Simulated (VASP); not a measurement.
Wanted: the native input for a VASP 6.6.1 run.

| Item | Value |
| --- | --- |
| Task | electric field gradients |
| Functional | LDA |
| Potentials or basis | VASP PAW LDA potentials, release 64 (Y_sv, Hg) |
| Cutoff | 520 eV |
| k mesh | 11 × 11 × 11 |
| Occupations | fermi-dirac, width 0.08 eV |
| Spin | no spin polarisation |
| Dipole correction | no |
| Further INCAR settings | ALGO = Normal; EDIFF = 1e-08; NBANDS = 18 |

The structure of YHg lies in POSCAR:

```
YHg
1.0
    3.6820000000      0.0000000000      0.0000000000
    0.0000000000      3.6820000000      0.0000000000
    0.0000000000      0.0000000000      3.6820000000
Y Hg
1 1
Direct
    0.5000000000      0.5000000000      0.5000000000
    0.0000000000      0.0000000000      0.0000000000
```

These files were run (other wordings do the same):

INCAR

```
SYSTEM = YHg
ALGO     = Normal         ! electronic algorithm
EDIFF    = 1E-8           ! SCF threshold, eV
ENCUT    = 520            ! plane-wave cutoff, eV
ISIF     = 2              ! what is computed and relaxed
ISMEAR   = -1             ! smearing method
LASPH    = .TRUE.         ! aspherical terms in the spheres
LCHARG   = .FALSE.        ! write CHGCAR
LEFG     = .TRUE.       
LREAL    = .FALSE.        ! projectors in reciprocal space
LWAVE    = .FALSE.        ! write WAVECAR
NBANDS   = 18             ! bands
NELM     = 80             ! most SCF steps
PREC     = Accurate       ! precision mode
SIGMA    = 0.08           ! smearing width, eV
```

KPOINTS

```
k-points
0
G
  11 11 11
  0 0 0
```

Potentials or basis: VASP PAW LDA potentials, release 64 (Y_sv, Hg).

The run is started by

```sh
$ cat potpaw_LDA.64/Y_sv/POTCAR potpaw_LDA.64/Hg/POTCAR > POTCAR
$ mpirun -np 1 vasp_std > vasp.out
```

It gave:

```
Pressure : -3.3 GPa
```

Caveat: without QUAD_EFG the Cq values of the log hold for a quadrupole moment of 1 mb, not for the nuclei.

Run time: 16 s on 1 thread of Intel(R) Xeon(R) 6975P-C (Granite Rapids) (shared host), peak memory 0.19 GiB.
